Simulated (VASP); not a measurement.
# Al2O3 (P-3m1) in VASP: notebook, part 2 of 2

VASP 6.6.1. Earlier steps stand in the parts before.

## (3) Relaxation of cell and atoms, LDA

This run uses another cell than the first one, of 11.95 Å³/atom, 1.069 times its volume.

INCAR reads:

```
SYSTEM = Al2O3
PREC     = Accurate       ! precision mode
ENCUT    = 600            ! plane-wave cutoff, eV
EDIFF    = 1E-6           ! SCF threshold, eV
ISMEAR   = -1             ! smearing method
SIGMA    = 0.02           ! smearing width, eV
LREAL    = .FALSE.        ! projectors in reciprocal space
LASPH    = .TRUE.         ! aspherical terms in the spheres
NELM     = 80             ! most SCF steps
ALGO     = Normal         ! electronic algorithm
ISIF     = 3              ! what is computed and relaxed
LWAVE    = .FALSE.        ! write WAVECAR
LCHARG   = .FALSE.        ! write CHGCAR
IBRION   = 2              ! ionic algorithm
NSW      = 60             ! ionic steps
EDIFFG   = -0.01          ! ionic threshold
```

KPOINTS reads:

```
Automatic mesh
0
G
  12 12 4
  0 0 0
```

POSCAR reads:

```
Al2O3
1.0
    3.0174830000      0.0000000000      0.0000000000
   -1.5087415000      2.6132169335      0.0000000000
    0.0000000000      0.0000000000      7.5746360000
Al O
2 3
Direct
    0.0000000000      0.0000000000      0.2779510000
    0.0000000000      0.0000000000      0.7220490000
    0.3333333333      0.6666666667      0.1994540000
    0.6666666667      0.3333333333      0.8005460000
    0.0000000000      0.0000000000      0.5000000000
```

Potentials or basis: VASP PAW LDA potentials, release 64 (Al, O).

Command:

```bash
$ cat potpaw_LDA.64/Al/POTCAR potpaw_LDA.64/O/POTCAR > POTCAR
$ mpirun -np 1 vasp_std > vasp.out
```

OUTCAR:

```text
SYSTEM = Al2O3
   PREC = Accurate
   ENCUT = 600
   EDIFF = 1E-6
   ISMEAR = -1
   LREAL = .FALSE.
   LASPH = .TRUE.
   NELM = 80
   ISIF = 3
   IBRION = 2
   NSW = 60
   EDIFFG = -0.01

 ion  position               nearest neighbor table
   1  0.000  0.000  0.278-   5 1.68   3 1.84   3 1.84   3 1.84   2 3.36
   2  0.000  0.000  0.722-   5 1.68   4 1.84   4 1.84   4 1.84   1 3.36
   3  0.333  0.667  0.199-   1 1.84   1 1.84   1 1.84
   4  0.667  0.333  0.801-   2 1.84   2 1.84   2 1.84
   5  0.000  0.000  0.500-   1 1.68   2 1.68

  LATTYP: Found a hexagonal cell.
 ALAT       =     3.0174830000
 C/A-ratio  =     2.5102497678

  Lattice vectors:

 A1 = (   3.0174830000,   0.0000000000,   0.0000000000)
 A2 = (  -1.5087415000,   2.6132169335,   0.0000000000)
 A3 = (   0.0000000000,   0.0000000000,   7.5746360000)

Analysis of symmetry for initial positions (statically):
=====================================================================
 Subroutine PRICEL returns:
 Original cell was already a primitive cell.

 Routine SETGRP: Setting up the symmetry group for a
 hexagonal supercell.

 Subroutine GETGRP returns: Found 12 space group operations
 (whereof 12 operations were pure point group operations)
 out of a pool of 24 trial point group operations.

The static configuration has the point symmetry D_3d.

Analysis of symmetry for dynamics (positions and initial velocities):
=====================================================================
 Subroutine PRICEL returns:
 Original cell was already a primitive cell.

 Routine SETGRP: Setting up the symmetry group for a
 hexagonal supercell.

 Subroutine GETGRP returns: Found 12 space group operations
 (whereof 12 operations were pure point group operations)
 out of a pool of 24 trial point group operations.

The dynamic configuration has the point symmetry D_3d.

 Subroutine INISYM returns: Found 12 space group operations
 (whereof 12 operations are pure point group operations),
 and found     1 'primitive' translations

----------------------------------------------------------------------------------------

                                     Primitive cell

  volume of cell :      59.7286

  direct lattice vectors                    reciprocal lattice vectors
     3.017483000  0.000000000  0.000000000     0.331402033  0.191335053  0.000000000
    -1.508741500  2.613216933  0.000000000     0.000000000  0.382670106  0.000000000
     0.000000000  0.000000000  7.574636000     0.000000000  0.000000000  0.132019545

  length of vectors
     3.017483000  3.017483000  7.574636000     0.382670106  0.382670106  0.132019545

  position of ions in fractional coordinates (direct lattice)
     0.000000000  0.000000000  0.277951000
     0.000000000  0.000000000  0.722049000
     0.333333333  0.666666667  0.199454000
     0.666666667  0.333333333  0.800546000
     0.000000000  0.000000000  0.500000000

  ion indices of the primitive-cell ions
[... 62 lines left out ...]
   total plane-waves  NPLWV =  36864
   dimension x,y,z NGX =    24 NGY =   24 NGZ =   64
   dimension x,y,z NGXF=    48 NGYF=   48 NGZF=  128
   ions per type =               2   3
   NGX,Y,Z   is equivalent  to a cutoff of  13.22, 13.22, 14.05 a.u.
   NGXF,Y,Z  is equivalent  to a cutoff of  26.45, 26.45, 28.09 a.u.
 SYSTEM =  Al2O3
   PREC   = accura    normal or accurate (medium, high low for compatibility)
   ISTART =      0    job   : 0-new  1-cont  2-samecut
   ICHARG =      2    charge: 1-file 2-atom 10-const
   ISPIN  =      1    spin polarized calculation?
   LNONCOLLINEAR =      F non collinear calculations
   LSORBIT =      F    spin-orbit coupling
   LASPH  =      T    aspherical Exc in radial PAW
   ENCUT  =  600.0 eV  44.10 Ry    6.64 a.u.   6.03  6.03 15.13*2*pi/ulx,y,z
   NELM   =     80;   NELMIN=  2; NELMDL= -5     # of ELM steps
   EDIFF  = 0.1E-05   stopping-criterion for ELM
   LREAL  =      F    real-space projection
   EDIFFG = -.1E-01   stopping-criterion for IOM
   NSW    =     60    number of steps for IOM
   IBRION =      2    ionic relax: 0-MD 1-quasi-New 2-CG
   NFREE  =      1    steps in history (QN), initial steepest desc. (CG)
   ISIF   =      3    stress and relaxation
   ISYM   =      2    0-nonsym 1-usesym 2-fastsym
   POTIM  = 0.5000    time-step for ionic-motion
   TEBEG  =    0.0;   TEEND  =   0.0 temperature during run
   PSTRESS=    0.0 pullay stress
   NELECT =      24.0000    total number of electrons
   NUPDOWN=      -1.0000    fix difference up-down
   EMIN   =  10.00;   EMAX   =-10.00  energy-range for DOS
   EFERMI =   0.00;   METHOD = LEGACY
   ISMEAR =    -1;   SIGMA  =   0.02  broadening in eV -4-tet -1-fermi 0-gaus
   EFERMI_NEDOS =   21; number of points for ismear=-14 and -15
   IALGO  =     38    algorithm
   IMIX   =      4    mixing-type and parameters
     AMIX     =   0.40;   BMIX     =  1.00
     AMIX_MAG =   1.60;   BMIX_MAG =  1.00
  volume/ion in A,a.u.               =      11.95        80.61
  Fermi-wavevector in a.u.,A,eV,Ry     =   1.208049  2.282882 19.856103  1.459382
  Thomas-Fermi vector in A             =   2.343668
   LORBIT       =      0    0 simple, 1 ext, 2 COOP (PROOUT), +10 PAW based schemes
   GGA     = CA    functional components
   LHFCALC =     F    Hartree Fock is set to
   AEXX    =    0.0000 exact exchange contribution
   IVDW    =     0    specifies the selected vdW correction
   LEPSILON=     F    determine dielectric tensor
   LRPA    =     F    only Hartree local field effects (RPA)
 conjugate gradient relaxation of ions
 non-spin polarized calculation
  energy-cutoff  :      600.00
  volume of cell :       59.73
 maximum number of plane-waves:      2025
   NGX = 13   NGY = 13   NGZ = 31

--------------------------------------- Ionic step        1  -------------------------------------------

 number of electron      24.0000008 magnetization

 Free energy of the ion-electron system (eV)
  ---------------------------------------------------
  ext. energy  EPLUGINS =         0.00000000
  ---------------------------------------------------
  free energy    TOTEN  =       -39.69507506 eV

  energy without entropy =      -39.69507506  energy(sigma->0) =      -39.69507506

------------------------ aborting loop because EDIFF is reached ----------------------------------------

  FORCE on cell =-STRESS in cart. coord.  units (eV):
  Direction    XX          YY          ZZ          XY          YZ          ZX
  --------------------------------------------------------------------------------------
  -------------------------------------------------------------------------------------
  Total       -2.9989860     -2.9989860     -2.7361914      0.0000000     -0.0000000     -0.0000000
  in kB      -80.4457226    -80.4457226    -73.3964402      0.0000000     -0.0000000     -0.0000000
  external PRESSURE =     -78.0959618 kB  Pullay stress =       0.0000000 kB
[... 98 lines left out ...]
  FREE ENERGIE OF THE ION-ELECTRON SYSTEM (eV)
  ---------------------------------------------------
  free  energy   TOTEN  =       -39.7648959575 eV

  energy  without entropy=      -39.7648959575  energy(sigma->0) =      -39.76489596

[... ionic steps 4 to 19 ...]

--------------------------------------- Ionic step       20  -------------------------------------------

 number of electron      24.0000003 magnetization

------------------------ aborting loop because EDIFF is reached ----------------------------------------
[... 73 lines left out ...]
--------------------------------------- Ionic step       22  -------------------------------------------

 number of electron      24.0000003 magnetization

 Free energy of the ion-electron system (eV)
  ---------------------------------------------------
  ext. energy  EPLUGINS =         0.00000000
  ---------------------------------------------------
  free energy    TOTEN  =       -39.77287115 eV

  energy without entropy =      -39.77287115  energy(sigma->0) =      -39.77287115

 E-fermi :   4.7264     XC(G=0): -10.6222

 val. band max:        4.2487597196   @ k =   0.0000   0.0000   0.0000
 cond. band min:       6.6903043218   @ k =   0.0000   0.0000   0.0000
 fundamental gap:      2.4415446022
 Fermi energy:         4.7263865231

 k-point     1 :       0.0000    0.0000    0.0000
  band No.  band energies     occupation
      1     -15.4766      2.00000
      2     -15.1962      2.00000
      3     -12.4803      2.00000
      4      -1.7847      2.00000
      5      -0.6986      2.00000
      6       0.3281      2.00000
[... 433 lines left out ...]
      3     -12.3440      2.00000
      4      -1.8671      2.00000
      5      -0.8692      2.00000
      6      -0.6072      2.00000
[... 8 lines left out ...]
     15      11.7193      0.00000
     16      13.6886      0.00000

 [... further k-points ...]
[... 5 lines left out ...]
  --------------------------------------------------------------------------------------
  -------------------------------------------------------------------------------------
  Total       -0.0255451     -0.0255451     -0.0107182      0.0000000      0.0000000     -0.0000000
  in kB       -0.7382228     -0.7382228     -0.3097434      0.0000000      0.0000000     -0.0000000
  external PRESSURE =      -0.5953963 kB  Pullay stress =       0.0000000 kB
[... 20 lines left out ...]
  FREE ENERGIE OF THE ION-ELECTRON SYSTEM (eV)
  ---------------------------------------------------
  free  energy   TOTEN  =       -39.7728711515 eV

  energy  without entropy=      -39.7728711515  energy(sigma->0) =      -39.77287115

 reached required accuracy - stopping structural energy minimisation
```

Wall time 8.4 min (1 thread of Intel Xeon Platinum 8375C at 2.90GHz (Ice Lake), shared host); peak memory 0.21 GiB.

Results:

- Free energy: -39.7729 eV
- Relaxed volume: 11.09 Å³/atom
- Relaxed cell: a = 2.966 Å, b = 2.966 Å, c = 7.279 Å, α = 90.00°, β = 90.00°, γ = 120.00°
- Space group after relaxing (to 0.05 Å): P-3m1 (No. 164)
- Energy gained by relaxing: 15.6 meV/atom
- Ionic steps: 22
- Pressure after relaxing: -0.1 GPa
- Largest force after relaxing: 0.004 eV/Å
- Band gap on the k mesh: 2.44 eV, direct

Forces in eV/Å, atoms in the order of the input:
```
Al   0.000  0.000  0.003
Al   0.000  0.000 -0.003
O    0.000  0.000  0.004
O    0.000  0.000 -0.004
O    0.000  0.000  0.000
```

Step by step:
| step | energy change (eV) | largest force (eV/Å) | pressure (GPa) | volume (Å³) |
| --- | --- | --- | --- | --- |
| 1 | 0.0000 | 0.4309 | -7.81 | 59.73 |
| 2 | -0.0017 | 0.6552 | 8.79 | 54.84 |
| 3 | -0.0698 | 0.2540 | -0.14 | 57.19 |
| 4 | -0.0641 | 0.5765 | -0.15 | 56.93 |
| 5 | -0.0719 | 0.0945 | -0.17 | 57.10 |
| 6 | -0.0725 | 0.0535 | -0.06 | 57.00 |
| 7 | -0.0726 | 0.0410 | 0.03 | 56.93 |
| 8 | -0.0729 | 0.0383 | -0.08 | 56.91 |
| 9 | -0.0737 | 0.0288 | -0.41 | 56.84 |
| 10 | -0.0743 | 0.0678 | -1.07 | 56.71 |
| 11 | -0.0744 | 0.0684 | -1.07 | 56.69 |
| 12 | -0.0746 | 0.0676 | -1.05 | 56.65 |
| 13 | -0.0750 | 0.0664 | -1.00 | 56.57 |
| 14 | -0.0757 | 0.0635 | -0.88 | 56.41 |
| 15 | -0.0767 | 0.0594 | -0.68 | 56.09 |
| 16 | -0.0773 | 0.1149 | -0.22 | 55.45 |
| 17 | -0.0774 | 0.1034 | -0.33 | 55.59 |
| 18 | -0.0778 | 0.0192 | -0.19 | 55.49 |
| 19 | -0.0778 | 0.0169 | -0.14 | 55.46 |
| 20 | -0.0778 | 0.0148 | -0.14 | 55.46 |
| 21 | -0.0778 | 0.0125 | -0.14 | 55.46 |
| 22 | -0.0778 | 0.0043 | -0.06 | 55.44 |

Final structure:
```
Al O
1.0
     2.96560    0.00000    0.00000
    -1.48280    2.56828    0.00000
     0.00000    0.00000    7.27906
Al O
2 3
Direct
  0.00000 0.00000 0.27151
  0.00000 0.00000 0.72849
  0.33333 0.66667 0.19142
  0.66667 0.33333 0.80858
  0.00000 0.00000 0.50000
```

Levels at points of the mesh, in eV from the valence-band top:
```
           k point  band 9  band 10  band 11  band 12  band 13  band 14  band 15  band 16
(0.00, 0.00, 0.00)   -3.89    -2.36     0.00     0.00     2.44     4.60     7.49    10.65
(0.50, 0.00, 0.00)   -3.72    -3.26    -1.95    -0.54     4.34     6.23     8.18     9.14
(0.00, 0.00, 0.50)   -3.73    -3.39     0.00     0.00     3.40     3.65     8.22     9.01
(0.50, 0.00, 0.50)   -3.60    -3.59    -1.84    -0.53     4.97     5.37     8.27     8.64
```

A k mesh can miss the band edges. A hybrid or GW would open this gap; LDA tends to underestimate it.
